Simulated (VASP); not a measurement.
Write the native input for VASP 6.6.1 that does the following.

- Task: single point
- Functional: PBE
- Potentials or basis: VASP PAW PBE potentials, release 64 (Ba_sv, Ti_sv, O)
- Cutoff: 600 eV
- k mesh: 4 × 4 × 4
- Occupations: gaussian, width 0.01 eV
- Spin: no spin polarisation
- Dipole correction: no
- Further INCAR settings: ALGO = Normal; EDIFF = 1e-06; NBANDS = 28

The structure of BaTiO3 lies in POSCAR:

```
BaTiO3
1.0
    4.0060000000      0.0000000000      0.0000000000
    0.0000000000      4.0060000000      0.0000000000
    0.0000000000      0.0000000000      4.0060000000
Ba Ti O
1 1 3
Direct
    0.5000000000      0.5000000000      0.5000000000
    0.0000000000      0.0000000000      0.0000000000
    0.5000000000      0.0000000000      0.0000000000
    0.0000000000      0.0000000000      0.5000000000
    0.0000000000      0.5000000000      0.0000000000
```

The input as run:

INCAR

```
ALGO     = Normal         # electronic algorithm
EDIFF    = 1E-6           # SCF threshold, eV
ENCUT    = 600            # plane-wave cutoff, eV
GGA      = PE             # functional
GGA_COMPAT= F            
ISIF     = 2              # what is computed and relaxed
ISMEAR   = 0              # smearing method
LASPH    = T              # aspherical terms in the spheres
LCHARG   = F              # write CHGCAR
LREAL    = F              # projectors in reciprocal space
LWAVE    = F              # write WAVECAR
NBANDS   = 28             # bands
NELM     = 120            # most SCF steps
PREC     = Accurate       # precision mode
SIGMA    = 0.01           # smearing width, eV
```

KPOINTS

```
k-points
0
Gamma
  4 4 4
```

Potentials or basis: VASP PAW PBE potentials, release 64 (Ba_sv, Ti_sv, O).

The run is started by

```console
$ cat potpaw_PBE.64/Ba_sv/POTCAR potpaw_PBE.64/Ti_sv/POTCAR potpaw_PBE.64/O/POTCAR > POTCAR
$ mpirun -np 1 vasp_std > vasp.out
```

It gave:

The pressure is 3.3 GPa and the band gap on the k mesh is 1.72 eV (least direct gap 1.87 eV).

Caveat: the cell stands under pressure; spin-orbit coupling is left out, which moves the levels of the heavy elements.

Wall time 8.5 s on 1 thread of Intel(R) Xeon(R) 6975P-C (Granite Rapids) (shared host), peak memory 0.18 GiB.
